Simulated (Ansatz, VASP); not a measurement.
## One calculation of Sc2Ga4S, two programs

```
Sc Ga S
1.0
     3.84694    0.00000    0.00000
     0.00000    3.84694    0.00000
     0.00000    0.00000    9.02268
Sc Ga S
2 4 1
Direct
  0.00000 0.00000 0.50000
  0.00000 0.00000 0.00000
  0.00000 0.50000 0.72902
  0.50000 0.00000 0.72902
  0.00000 0.50000 0.27098
  0.50000 0.00000 0.27098
  0.50000 0.50000 0.00000
```

Change from the starting cell: built by hand: ordered-vacancy AuCu3 derivative (P4/mmm, No. 123).

Alike in both runs: functional PBE; k mesh 8 × 8 × 4; occupations gaussian, width 0.1 eV; no spin polarisation.

Ansatz relaxed the structure, and its values are those at the end. VASP's run is a single point on that final structure, the one shown.

|  | VASP | Ansatz |
| --- | --- | --- |
| version | VASP 6.6.1 | Ansatz 0.2.0 |
| potentials or method | VASP PAW PBE potentials, release 64 (Sc_sv, Ga_d, S), cutoff 520 eV | scalar-relativistic, plane waves, PAW |
| valence electrons in the cell | 80 | 80 |

Ansatz gave:

* gap on the k mesh at the Fermi level (eV): none
* pressure (GPa): 0.0

Q: What did VASP give for the same quantities?

A: gap on the k mesh at the Fermi level (eV): none; pressure (GPa): 0.1.

A gap of «none» marks a metal or a gap that the smearing closes. The functional is the same, so the differences come from potentials, cutoffs and numerics.
